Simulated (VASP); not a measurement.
# BiTe (Fm-3m) in VASP: a series of runs

Runs on BiTe. Level: PBEsol. Tasks: single point.

Everything below comes from runs of VASP 6.6.1. Logs are shortened: lines on timing, memory, paths and dates and some standing lists are left out, and cuts for length are marked.

## 1. The cell of the first run

The structure is cubic, space group Fm-3m (No. 225). Conventional cell: a = 6.470 Å, b = 6.470 Å, c = 6.470 Å, α = 90.00°, β = 90.00°, γ = 90.00°. Within 4.3 Å of Bi (site symmetry m-3m) lie 6 Te at 3.23 Å. Te (site symmetry m-3m) has 6 Bi at 3.23 Å within 4.3 Å.

## 2. Single point, PBEsol

INCAR

```
SYSTEM = BiTe
PREC     = Accurate       ! precision mode
ENCUT    = 520            ! plane-wave cutoff, eV
EDIFF    = 1E-6           ! SCF threshold, eV
ISMEAR   = 0              ! smearing method
SIGMA    = 0.15           ! smearing width, eV
LREAL    = .FALSE.        ! projectors in reciprocal space
LASPH    = .TRUE.         ! aspherical terms in the spheres
NELM     = 80             ! most SCF steps
ALGO     = Normal         ! electronic algorithm
ISIF     = 2              ! what is computed and relaxed
LWAVE    = .FALSE.        ! write WAVECAR
LCHARG   = .TRUE.         ! write CHGCAR
GGA      = PS             ! functional
LELF     = .TRUE.         ! ELF
LVHAR    = .TRUE.       
NBANDS   = 18             ! bands
```

KPOINTS

```
regular mesh
0
G
  14 14 14
  0 0 0
```

POSCAR

```
BiTe
1.0
    0.0000000000      3.2350000000      3.2350000000
    3.2350000000      0.0000000000      3.2350000000
    3.2350000000      3.2350000000      0.0000000000
Bi Te
1 1
Direct
    0.0000000000      0.0000000000      0.0000000000
    0.5000000000      0.5000000000      0.5000000000
```

Potentials or basis: VASP PAW PBE potentials, release 64 (Bi_d, Te).

The run is started by

```bash
cat potpaw_PBE.64/Bi_d/POTCAR potpaw_PBE.64/Te/POTCAR > POTCAR
mpirun -np 1 vasp_std > vasp.out
```

OUTCAR:

```text
SYSTEM = BiTe
   PREC = Accurate
   ENCUT = 520
   EDIFF = 1E-6
   ISMEAR = 0
   LREAL = .FALSE.
   LASPH = .TRUE.
   NELM = 80
   ISIF = 2
   GGA = PS

 ion  position               nearest neighbor table
   1  0.000  0.000  0.000-   2 3.23   2 3.23   2 3.23   2 3.23   2 3.23   2 3.23
   2  0.500  0.500  0.500-   1 3.23   1 3.23   1 3.23   1 3.23   1 3.23   1 3.23

  LATTYP: Found a face centered cubic cell.
 ALAT       =     6.4700000000

  Lattice vectors:

 A1 = (   0.0000000000,   3.2350000000,   3.2350000000)
 A2 = (   3.2350000000,   0.0000000000,   3.2350000000)
 A3 = (   3.2350000000,   3.2350000000,   0.0000000000)

Analysis of symmetry for initial positions (statically):
=====================================================================
 Subroutine PRICEL returns:
 Original cell was already a primitive cell.

 Routine SETGRP: Setting up the symmetry group for a
 face centered cubic supercell.

 Subroutine GETGRP returns: Found 48 space group operations
 (whereof 48 operations were pure point group operations)
 out of a pool of 48 trial point group operations.

The static configuration has the point symmetry O_h .

Analysis of symmetry for dynamics (positions and initial velocities):
=====================================================================
 Subroutine PRICEL returns:
 Original cell was already a primitive cell.

 Routine SETGRP: Setting up the symmetry group for a
 face centered cubic supercell.

 Subroutine GETGRP returns: Found 48 space group operations
 (whereof 48 operations were pure point group operations)
 out of a pool of 48 trial point group operations.

The dynamic configuration has the point symmetry O_h .

 Subroutine INISYM returns: Found 48 space group operations
 (whereof 48 operations are pure point group operations),
 and found     1 'primitive' translations

----------------------------------------------------------------------------------------

                                     Primitive cell

  volume of cell :      67.7100

  direct lattice vectors                    reciprocal lattice vectors
     0.000000000  3.235000000  3.235000000    -0.154559505  0.154559505  0.154559505
     3.235000000  0.000000000  3.235000000     0.154559505 -0.154559505  0.154559505
     3.235000000  3.235000000  0.000000000     0.154559505  0.154559505 -0.154559505

  length of vectors
     4.574980874  4.574980874  4.574980874     0.267704916  0.267704916  0.267704916

  position of ions in fractional coordinates (direct lattice)
     0.000000000  0.000000000  0.000000000
     0.500000000  0.500000000  0.500000000

[... 77 lines left out ...]
   LREAL  =      F    real-space projection
   EDIFFG = 0.1E-04   stopping-criterion for IOM
   NSW    =      0    number of steps for IOM
   IBRION =     -1    ionic relax: 0-MD 1-quasi-New 2-CG
   NFREE  =      0    steps in history (QN), initial steepest desc. (CG)
   ISIF   =      2    stress and relaxation
   ISYM   =      2    0-nonsym 1-usesym 2-fastsym
   POTIM  = 0.5000    time-step for ionic-motion
   TEBEG  =    0.0;   TEEND  =   0.0 temperature during run
   PSTRESS=    0.0 pullay stress
   NELECT =      21.0000    total number of electrons
   NUPDOWN=      -1.0000    fix difference up-down
   EMIN   =  10.00;   EMAX   =-10.00  energy-range for DOS
   EFERMI =   0.00;   METHOD = LEGACY
   ISMEAR =     0;   SIGMA  =   0.15  broadening in eV -4-tet -1-fermi 0-gaus
   EFERMI_NEDOS =   21; number of points for ismear=-14 and -15
   IALGO  =     38    algorithm
   IMIX   =      4    mixing-type and parameters
     AMIX     =   0.40;   BMIX     =  1.00
     AMIX_MAG =   1.60;   BMIX_MAG =  1.00
  volume/ion in A,a.u.               =      33.86       228.46
  Fermi-wavevector in a.u.,A,eV,Ry     =   1.108146  2.094092 16.707785  1.227988
  Thomas-Fermi vector in A             =   2.244669
   LORBIT       =      0    0 simple, 1 ext, 2 COOP (PROOUT), +10 PAW based schemes
   GGA     = PS    functional components
   LHFCALC =     F    Hartree Fock is set to
   AEXX    =    0.0000 exact exchange contribution
   IVDW    =     0    specifies the selected vdW correction
   LEPSILON=     F    determine dielectric tensor
   LRPA    =     F    only Hartree local field effects (RPA)
 non-spin polarized calculation
 Gauss-broadening in eV      SIGMA  =   0.15
  energy-cutoff  :      520.00
  volume of cell :       67.71
 maximum number of plane-waves:      1845
 NGX is ok and might be reduce to    36
   NGX = 17   NGY = 17   NGZ = 17

 number of electron      21.0000001 magnetization

 Free energy of the ion-electron system (eV)
  ---------------------------------------------------
  ext. energy  EPLUGINS =         0.00000000
  ---------------------------------------------------
  free energy    TOTEN  =        -7.98224902 eV

  energy without entropy =       -7.96601800  energy(sigma->0) =       -7.97413351

 E-fermi :   6.4911     XC(G=0):  -9.5935

 val. band max:        6.4775534667   @ k =  -0.3571   0.3571   0.1429
 cond. band min:       6.4926116415   @ k =  -0.4286   0.1429   0.0000
 fundamental gap:      0.0150581747
 Fermi energy:         6.4910915524

 k-point     1 :       0.0000    0.0000    0.0000
  band No.  band energies     occupation
      1     -16.5712      2.00000
      2     -16.5712      2.00000
      3     -16.5667      2.00000
      4     -16.5667      2.00000
      5     -16.5667      2.00000
      6      -7.0448      2.00000
[... 481 lines left out ...]
      5     -16.5620      2.00000
      6      -6.3972      2.00000
[... 10 lines left out ...]
     17      14.2170      0.00000
     18      14.5539      0.00000

 [... further k-points ...]

------------------------ aborting loop because EDIFF is reached ----------------------------------------

  FORCE on cell =-STRESS in cart. coord.  units (eV):
  Direction    XX          YY          ZZ          XY          YZ          ZX
  --------------------------------------------------------------------------------------
  -------------------------------------------------------------------------------------
  Total       -0.7318963     -0.7318963     -0.7318963     -0.0000000      0.0000000     -0.0000000
  in kB      -17.3183802    -17.3183802    -17.3183802     -0.0000000      0.0000000     -0.0000000
  external PRESSURE =     -17.3183802 kB  Pullay stress =       0.0000000 kB

 VOLUME and BASIS-vectors are now :
 -----------------------------------------------------------------------------
  energy-cutoff  :      520.00
  volume of cell :       67.71
      direct lattice vectors                 reciprocal lattice vectors
     0.000000000  3.235000000  3.235000000    -0.154559505  0.154559505  0.154559505
     3.235000000  0.000000000  3.235000000     0.154559505 -0.154559505  0.154559505
     3.235000000  3.235000000  0.000000000     0.154559505  0.154559505 -0.154559505

 POSITION                                       TOTAL-FORCE (eV/Angst)
 -----------------------------------------------------------------------------------
      0.00000      0.00000      0.00000         0.000000      0.000000      0.000000
      3.23500      3.23500      3.23500         0.000000      0.000000     -0.000000
 -----------------------------------------------------------------------------------
    total drift:                               -0.000000      0.000000      0.000000

  FREE ENERGIE OF THE ION-ELECTRON SYSTEM (eV)
  ---------------------------------------------------
  free  energy   TOTEN  =        -7.9822490197 eV

  energy  without entropy=       -7.9660179992  energy(sigma->0) =       -7.97413351
```

It took 2.1 min on 1 thread of Intel Xeon Platinum 8259CL at 2.50GHz (Skylake/Cascade Lake), shared host; peak memory 0.29 GiB.

Results:

- Free energy: -7.9822 eV
- Pressure: -1.7 GPa

Levels at points of the mesh, in eV from the Fermi level:
| k point | band 6 | band 7 | band 8 | band 9 | band 10 | band 11 | band 12 | band 13 | band 14 | band 15 |
| --- | --- | --- | --- | --- | --- | --- | --- | --- | --- | --- |
| (0.00, 0.00, 0.00) | -13.54 | -8.14 | -2.53 | -2.53 | -2.53 | 2.15 | 2.15 | 2.15 | 4.63 | 4.63 |
| (0.50, 0.00, 0.00) | -11.58 | -11.26 | -1.90 | -1.90 | -1.61 | -0.86 | -0.63 | -0.63 | 7.24 | 7.72 |
| (0.50, 0.50, 0.00) | -11.77 | -9.96 | -5.68 | -4.01 | -4.01 | 2.17 | 3.59 | 3.59 | 4.95 | 8.70 |

Caveat: the PAW data sets were made with another functional, which shifts forces and pressure a little; spin-orbit coupling is left out, which moves the levels of the heavy elements.

## 3. Single point, PBEsol

INCAR

```
  PREC = Accurate
  ENCUT = 520
  EDIFF = 1E-6
  ISMEAR = 0
  SIGMA = 0.15
  LREAL = False
  LASPH = True
  NELM = 60
  ALGO = Normal
  ISIF = 2
  LWAVE = False
  LCHARG = False
  GGA = PS
  NBANDS = 18
```

KPOINTS

```
regular mesh
0
Gamma
  14 14 14
```

POSCAR is that of step 2.

Potentials or basis: VASP PAW PBE potentials, release 64 (Bi_d, Te).

The run is started by

```bash
cat potpaw_PBE.64/Bi_d/POTCAR potpaw_PBE.64/Te/POTCAR > POTCAR
mpirun -np 1 vasp_std > vasp.out
```

Run time: 1.9 min. Hardware: 1 thread of Intel Xeon Platinum 8259CL at 2.50GHz (Skylake/Cascade Lake), shared host; peak memory 0.29 GiB.

It converged, with:

```
Free energy : -7.9822 eV
Pressure    : -1.7 GPa
```

Levels at points of the mesh, in eV from the Fermi level:
```tsv
k point	band 7	band 8	band 9	band 10	band 11	band 12	band 13	band 14
(0.00, 0.00, 0.00)	-8.14	-2.53	-2.53	-2.53	2.15	2.15	2.15	4.63
(0.50, 0.00, 0.00)	-11.26	-1.90	-1.90	-1.61	-0.86	-0.63	-0.63	7.24
(0.50, 0.50, 0.00)	-9.96	-5.68	-4.01	-4.01	2.17	3.59	3.59	4.95
```

Caveat: the PAW data sets were made with another functional, which shifts forces and pressure a little; spin-orbit coupling is left out, which moves the levels of the heavy elements.
